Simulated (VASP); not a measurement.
# LiNbO3 (R-3c) in VASP: notebook

The runs below take LiNbO3 through single point, with PBE.

All numbers are computed with VASP 6.6.1; they aren't measurements. Logs are shortened: lines on timing, memory, paths and dates and some standing lists are left out, and cuts for length are marked.

## Step 1: The cell of the first run

It takes space group R-3c (No. 167, trigonal). Conventional cell: a = 5.101 Å, b = 5.101 Å, c = 13.336 Å, α = 90.00°, β = 90.00°, γ = 120.00°. Within 2.6 Å of Li (site symmetry 32) lie 3 O at 1.94 Å. Nb (site symmetry -3) has 6 O at 1.94 Å within 2.6 Å. O (site symmetry 2) has 1 Li at 1.94 Å and 2 Nb at 1.94 Å within 2.6 Å.

## Step 2: Single point, PBE

File INCAR:

```
PREC     = Accurate       # precision mode
ENCUT    = 520            # plane-wave cutoff, eV
EDIFF    = 1E-6           # SCF threshold, eV
ISMEAR   = 0              # smearing method
SIGMA    = 0.05           # smearing width, eV
LREAL    = F              # projectors in reciprocal space
LASPH    = T              # aspherical terms in the spheres
NELM     = 80             # most SCF steps
ALGO     = Normal         # electronic algorithm
ISIF     = 2              # what is computed and relaxed
LWAVE    = F              # write WAVECAR
LCHARG   = F              # write CHGCAR
GGA      = PE             # functional
NBANDS   = 45             # bands
```

File KPOINTS:

```
Automatic mesh
0
Gamma
  6 6 6
```

File POSCAR:

```
LiNbO3
1.0
    2.5506000000      1.4725895967      4.4452000000
   -2.5506000000      1.4725895967      4.4452000000
    0.0000000000     -2.9451791931      4.4452000000
Li Nb O
2 2 6
Direct
    0.2500000000      0.2500000000      0.2500000000
    0.7500000000      0.7500000000      0.7500000000
    0.0000000000      0.0000000000      0.0000000000
    0.5000000000      0.5000000000      0.5000000000
    0.1303353734      0.3696646266      0.7500000000
    0.7500000000      0.1303353734      0.3696646266
    0.3696646266      0.7500000000      0.1303353734
    0.8696646266      0.6303353734      0.2500000000
    0.2500000000      0.8696646266      0.6303353734
    0.6303353734      0.2500000000      0.8696646266
```

Potentials or basis: VASP PAW PBE potentials, release 64 (Li_sv, Nb_sv, O).

Launch:

```bash
$ cat potpaw_PBE.64/Li_sv/POTCAR potpaw_PBE.64/Nb_sv/POTCAR potpaw_PBE.64/O/POTCAR > POTCAR
$ mpirun -np 1 vasp_std > vasp.out
```

OUTCAR:

```text
PREC = Accurate
   ENCUT = 520
   EDIFF = 1E-6
   ISMEAR = 0
   LREAL = F
   LASPH = T
   NELM = 80
   ISIF = 2
   GGA = PE

 ion  position               nearest neighbor table
   1  0.250  0.250  0.250-   8 1.94   9 1.94  10 1.94
   2  0.750  0.750  0.750-   5 1.94   6 1.94   7 1.94
   3  0.000  0.000  0.000-   6 1.94   9 1.94   7 1.94  10 1.94   5 1.94   8 1.94
   4  0.500  0.500  0.500-   7 1.94  10 1.94   9 1.94   6 1.94   5 1.94   8 1.94
   5  0.130  0.370  0.750-   2 1.94   3 1.94   4 1.94
   6  0.750  0.130  0.370-   2 1.94   3 1.94   4 1.94
   7  0.370  0.750  0.130-   2 1.94   4 1.94   3 1.94
   8  0.870  0.630  0.250-   1 1.94   3 1.94   4 1.94
   9  0.250  0.870  0.630-   1 1.94   3 1.94   4 1.94
  10  0.630  0.250  0.870-   1 1.94   4 1.94   3 1.94

  LATTYP: Found a trigonal (rhomboedric) cell.
 ALAT       =     5.3323431548
 COS(alpha) =     0.5424078912

  Lattice vectors:

 A1 = (   2.5506000000,   1.4725895967,   4.4452000000)
 A2 = (  -2.5506000000,   1.4725895967,   4.4452000000)
 A3 = (   0.0000000000,  -2.9451791931,   4.4452000000)

Analysis of symmetry for initial positions (statically):
=====================================================================
 Subroutine PRICEL returns:
 Original cell was already a primitive cell.

 Routine SETGRP: Setting up the symmetry group for a
 trigonal (rhombohedral) supercell.

 Subroutine GETGRP returns: Found 12 space group operations
 (whereof  6 operations were pure point group operations)
 out of a pool of 12 trial point group operations.

The static configuration has the point symmetry S_6 .
 The point group associated with its full space group is D_3d.

Analysis of symmetry for dynamics (positions and initial velocities):
=====================================================================
 Subroutine PRICEL returns:
 Original cell was already a primitive cell.

 Routine SETGRP: Setting up the symmetry group for a
 trigonal (rhombohedral) supercell.

 Subroutine GETGRP returns: Found 12 space group operations
 (whereof  6 operations were pure point group operations)
 out of a pool of 12 trial point group operations.

The dynamic configuration has the point symmetry S_6 .
 The point group associated with its full space group is D_3d.

 Subroutine INISYM returns: Found 12 space group operations
 (whereof  6 operations are pure point group operations),
 and found     1 'primitive' translations

----------------------------------------------------------------------------------------

                                     Primitive cell

  volume of cell :     100.1767

  direct lattice vectors                    reciprocal lattice vectors
     2.550600000  1.472589597  4.445200000     0.196032306  0.113179305  0.074987252
    -2.550600000  1.472589597  4.445200000    -0.196032306  0.113179305  0.074987252
     0.000000000 -2.945179193  4.445200000     0.000000000 -0.226358609  0.074987252

  length of vectors
     5.332343155  5.332343155  5.332343155     0.238456092  0.238456092  0.238456092

  position of ions in fractional coordinates (direct lattice)
     0.250000000  0.250000000  0.250000000
     0.750000000  0.750000000  0.750000000
     0.000000000  0.000000000  0.000000000
     0.500000000  0.500000000  0.500000000
     0.130335373  0.369664627  0.750000000
     0.750000000  0.130335373  0.369664627
     0.369664627  0.750000000  0.130335373
     0.869664627  0.630335373  0.250000000
     0.250000000  0.869664627  0.630335373
     0.630335373  0.250000000  0.869664627

  ion indices of the primitive-cell ions
   primitive index   ion index
                 1           1
                 2           2
                 3           3
                 4           4
                 5           5
                 6           6
                 7           7
                 8           8
                 9           9
                10          10

----------------------------------------------------------------------------------------

 KPOINTS: Automatic mesh

Automatic generation of k-mesh.
 Grid dimensions read from file:
 generate k-points for:    6    6    6

 Generating k-lattice:

  Cartesian coordinates                     Fractional coordinates (reciprocal lattice)
     0.032672051  0.018863217  0.012497875     0.166666667  0.000000000 -0.000000000
    -0.032672051  0.018863217  0.012497875     0.000000000  0.166666667 -0.000000000
     0.000000000 -0.037726435  0.012497875    -0.000000000 -0.000000000  0.166666667

  Length of vectors
     0.039742682  0.039742682  0.039742682

  Shift w.r.t. Gamma in fractional coordinates (k-lattice)
     0.000000000  0.000000000  0.000000000

 Subroutine IBZKPT returns following result:
 ===========================================

 Found     32 irreducible k-points:

 Following reciprocal coordinates:
            Coordinates               Weight
  0.000000  0.000000  0.000000      1.000000
  0.166667  0.000000  0.000000      6.000000
  0.333333 -0.000000 -0.000000      6.000000
  0.500000  0.000000  0.000000      3.000000
  0.166667  0.166667  0.000000      6.000000
  0.333333  0.166667  0.000000     12.000000
[... 16 lines left out ...]
  0.500000  0.500000  0.166667      6.000000
 -0.333333  0.500000  0.166667     12.000000
 [... further k-points ...]
   k-points           NKPTS =     32   k-points in BZ     NKDIM =     32   number of bands    NBANDS=     45
   number of dos      NEDOS =    301   number of ions     NIONS =     10
   total plane-waves  NPLWV =  64000
   dimension x,y,z NGX =    40 NGY =   40 NGZ =   40
   dimension x,y,z NGXF=    80 NGYF=   80 NGZF=   80
   ions per type =               2   2   6
   NGX,Y,Z   is equivalent  to a cutoff of  12.47, 12.47, 12.47 a.u.
   NGXF,Y,Z  is equivalent  to a cutoff of  24.94, 24.94, 24.94 a.u.
 SYSTEM =  unknown system
   PREC   = accura    normal or accurate (medium, high low for compatibility)
   ISTART =      0    job   : 0-new  1-cont  2-samecut
   ICHARG =      2    charge: 1-file 2-atom 10-const
   ISPIN  =      1    spin polarized calculation?
   LNONCOLLINEAR =      F non collinear calculations
   LSORBIT =      F    spin-orbit coupling
   LASPH  =      T    aspherical Exc in radial PAW
   ENCUT  =  520.0 eV  38.22 Ry    6.18 a.u.   9.91  9.91  9.91*2*pi/ulx,y,z
   NELM   =     80;   NELMIN=  2; NELMDL= -5     # of ELM steps
   EDIFF  = 0.1E-05   stopping-criterion for ELM
   LREAL  =      F    real-space projection
   EDIFFG = 0.1E-04   stopping-criterion for IOM
   NSW    =      0    number of steps for IOM
   IBRION =     -1    ionic relax: 0-MD 1-quasi-New 2-CG
   NFREE  =      0    steps in history (QN), initial steepest desc. (CG)
   ISIF   =      2    stress and relaxation
   ISYM   =      2    0-nonsym 1-usesym 2-fastsym
   POTIM  = 0.5000    time-step for ionic-motion
   TEBEG  =    0.0;   TEEND  =   0.0 temperature during run
   PSTRESS=    0.0 pullay stress
   NELECT =      68.0000    total number of electrons
   NUPDOWN=      -1.0000    fix difference up-down
   EMIN   =  10.00;   EMAX   =-10.00  energy-range for DOS
   EFERMI =   0.00;   METHOD = LEGACY
   ISMEAR =     0;   SIGMA  =   0.05  broadening in eV -4-tet -1-fermi 0-gaus
   EFERMI_NEDOS =   21; number of points for ismear=-14 and -15
   IALGO  =     38    algorithm
   IMIX   =      4    mixing-type and parameters
     AMIX     =   0.40;   BMIX     =  1.00
     AMIX_MAG =   1.60;   BMIX_MAG =  1.00
  volume/ion in A,a.u.               =      10.02        67.60
  Fermi-wavevector in a.u.,A,eV,Ry     =   1.438762  2.718866 28.164546  2.070036
  Thomas-Fermi vector in A             =   2.557693
   LORBIT       =      0    0 simple, 1 ext, 2 COOP (PROOUT), +10 PAW based schemes
   GGA     = PE    functional components
   LHFCALC =     F    Hartree Fock is set to
   AEXX    =    0.0000 exact exchange contribution
   IVDW    =     0    specifies the selected vdW correction
   LEPSILON=     F    determine dielectric tensor
   LRPA    =     F    only Hartree local field effects (RPA)
 non-spin polarized calculation
 Gauss-broadening in eV      SIGMA  =   0.05
  energy-cutoff  :      520.00
  volume of cell :      100.18
 maximum number of plane-waves:      2724
   NGX = 19   NGY = 19   NGZ = 19

 number of electron      68.0000010 magnetization

 Free energy of the ion-electron system (eV)
  ---------------------------------------------------
  ext. energy  EPLUGINS =         0.00000000
  ---------------------------------------------------
  free energy    TOTEN  =       -79.26650722 eV

  energy without entropy =      -79.26650722  energy(sigma->0) =      -79.26650722

 E-fermi :   4.5669     XC(G=0): -11.0984

 val. band max:        4.2983656786   @ k =  -0.1667   0.1667   0.0000
 cond. band min:       7.0711120265   @ k =   0.5000   0.5000   0.0000
 fundamental gap:      2.7727463479
 Fermi energy:         4.5668649737

 k-point     1 :       0.0000    0.0000    0.0000
  band No.  band energies     occupation
      1     -49.8548      2.00000
      2     -49.8327      2.00000
      3     -38.5264      2.00000
      4     -38.5237      2.00000
      5     -26.2219      2.00000
      6     -26.2219      2.00000
[... 37 lines left out ...]
     44      15.7072      0.00000
     45      15.7428      0.00000

 k-point     2 :       0.1667    0.0000    0.0000
  band No.  band energies     occupation
      1     -49.8533      2.00000
      2     -49.8342      2.00000
      3     -38.5262      2.00000
      4     -38.5239      2.00000
      5     -26.2082      2.00000
      6     -26.2073      2.00000
[... 1048 lines left out ...]
 k-point    24 :      -0.3333    0.5000    0.1667
  band No.  band energies     occupation
      1     -49.8456      2.00000
      2     -49.8419      2.00000
      3     -38.5254      2.00000
      4     -38.5249      2.00000
      5     -26.2418      2.00000
      6     -26.2352      2.00000
[... 37 lines left out ...]
     44      14.6260      0.00000
     45      14.9853      0.00000

 [... further k-points ...]

------------------------ aborting loop because EDIFF is reached ----------------------------------------

  FORCE on cell =-STRESS in cart. coord.  units (eV):
  Direction    XX          YY          ZZ          XY          YZ          ZX
  --------------------------------------------------------------------------------------
  -------------------------------------------------------------------------------------
  Total       11.9717853     11.9717853     12.2486968      0.0000000      0.0000000      0.0000000
  in kB      191.4709362    191.4709362    195.8997259      0.0000000      0.0000000      0.0000000
  external PRESSURE =     192.9471995 kB  Pullay stress =       0.0000000 kB

 VOLUME and BASIS-vectors are now :
 -----------------------------------------------------------------------------
  energy-cutoff  :      520.00
  volume of cell :      100.18
      direct lattice vectors                 reciprocal lattice vectors
     2.550600000  1.472589597  4.445200000     0.196032306  0.113179305  0.074987252
    -2.550600000  1.472589597  4.445200000    -0.196032306  0.113179305  0.074987252
     0.000000000 -2.945179193  4.445200000     0.000000000 -0.226358609  0.074987252

 POSITION                                       TOTAL-FORCE (eV/Angst)
 -----------------------------------------------------------------------------------
      0.00000      0.00000      3.33390        -0.000000      0.000000      0.000000
      0.00000      0.00000     10.00170        -0.000000      0.000000      0.000000
      0.00000      0.00000      0.00000        -0.000000      0.000000      0.000000
      0.00000      0.00000      6.66780        -0.000000      0.000000      0.000000
     -0.61043     -1.47259      5.55650        -0.636916      0.000000     -0.000000
      1.58052      0.20764      5.55650         0.318458     -0.551585      0.000000
     -0.97008      1.26495      5.55650         0.318458      0.551585      0.000000
      0.61043      1.47259      7.77910         0.636916      0.000000      0.000000
     -1.58052     -0.20764      7.77910        -0.318458      0.551585      0.000000
      0.97008     -1.26495      7.77910        -0.318458     -0.551585      0.000000
 -----------------------------------------------------------------------------------
    total drift:                               -0.000000      0.000000     -0.000000

  FREE ENERGIE OF THE ION-ELECTRON SYSTEM (eV)
  ---------------------------------------------------
  free  energy   TOTEN  =       -79.2665072243 eV

  energy  without entropy=      -79.2665072243  energy(sigma->0) =      -79.26650722
```

Run time: 72 s. Hardware: 1 thread of Intel Xeon 6975P-C (Granite Rapids), shared host; peak memory 0.3 GiB.

Results:

| Property | Result |
| --- | --- |
| Free energy | -79.2665 eV |
| Largest force | 0.637 eV/Å |
| Band gap on the k mesh | 2.77 eV (least direct gap 2.85 eV) |

Forces on the atoms (eV/Å):
```
Li   0.000  0.000  0.000
Li   0.000  0.000  0.000
Nb   0.000  0.000  0.000
Nb   0.000  0.000  0.000
O   -0.637  0.000  0.000
O    0.318 -0.552  0.000
O    0.318  0.552  0.000
O    0.637  0.000  0.000
O   -0.318  0.552  0.000
O   -0.318 -0.552  0.000
```

Caveat: the cutoff is under 1.25 times the usual one of these potentials, so pressure, stress and relaxed cells hold a basis-set (Pulay) error. A k mesh can miss the band edges.

## Step 3: Single point, PBE

This run uses another cell than the first one, of 10.04 Å³/atom.

File INCAR:

```
PREC = Accurate
ENCUT = 520
EDIFF = 1E-7
ISMEAR = 0
SIGMA = 0.05
LREAL = F
LASPH = T
NELM = 60
ALGO = Normal
ISIF = 2
LWAVE = F
LCHARG = F
GGA = PE
NBANDS = 45
```

KPOINTS is that of step 2.

Edit POSCAR of step 2 so:

```diff
@@ -2,5 +2,5 @@
 1.0
-    2.5506000000      1.4725895967      4.4452000000
-   -2.5506000000      1.4725895967      4.4452000000
-    0.0000000000     -2.9451791931      4.4452000000
+    2.4896500000      1.4374000978      4.6751000000
+   -2.4896500000      1.4374000978      4.6751000000
+    0.0000000000     -2.8748001953      4.6751000000
 Li Nb O
```

Potentials or basis: VASP PAW PBE potentials, release 64 (Li_sv, Nb_sv, O).

Launch:

```bash
$ cat potpaw_PBE.64/Li_sv/POTCAR potpaw_PBE.64/Nb_sv/POTCAR potpaw_PBE.64/O/POTCAR > POTCAR
$ mpirun -np 1 vasp_std > vasp.out
```

Wall time 1.7 min (1 thread of Intel Xeon 6975P-C (Granite Rapids), shared host); peak memory 0.31 GiB.

The run converged. Its results:

```
Free energy            : -79.1118 eV
Largest force          : 0.681 eV/Å
Band gap on the k mesh : 2.64 eV (least direct gap 2.81 eV)
```

Forces in eV/Å, atoms in the order of the input:
```
Li   0.000  0.000  0.000
Li   0.000  0.000  0.000
Nb   0.000  0.000  0.000
Nb   0.000  0.000  0.000
O   -0.681  0.000  0.000
O    0.341 -0.590  0.000
O    0.341  0.590  0.000
O    0.681  0.000  0.000
O   -0.341  0.590  0.000
O   -0.341 -0.590  0.000
```

Levels at points of the mesh, in eV from the valence-band top:
```csv
k point,band 32,band 33,band 34,band 35,band 36,band 37
"(0.00, 0.00, 0.00)",-0.23,-0.13,-0.13,2.68,2.68,3.13
"(0.50, 0.00, 0.00)",-0.42,-0.28,-0.28,4.34,4.34,4.46
"(0.50, 0.50, 0.00)",-0.49,-0.37,-0.25,2.64,3.93,4.35
"(0.50, 0.50, 0.50)",-0.24,-0.24,-0.24,4.75,4.75,4.78
```

Caveat: the cutoff is under 1.25 times the usual one of these potentials, so pressure, stress and relaxed cells hold a basis-set (Pulay) error.

[end of part 1 of 3]
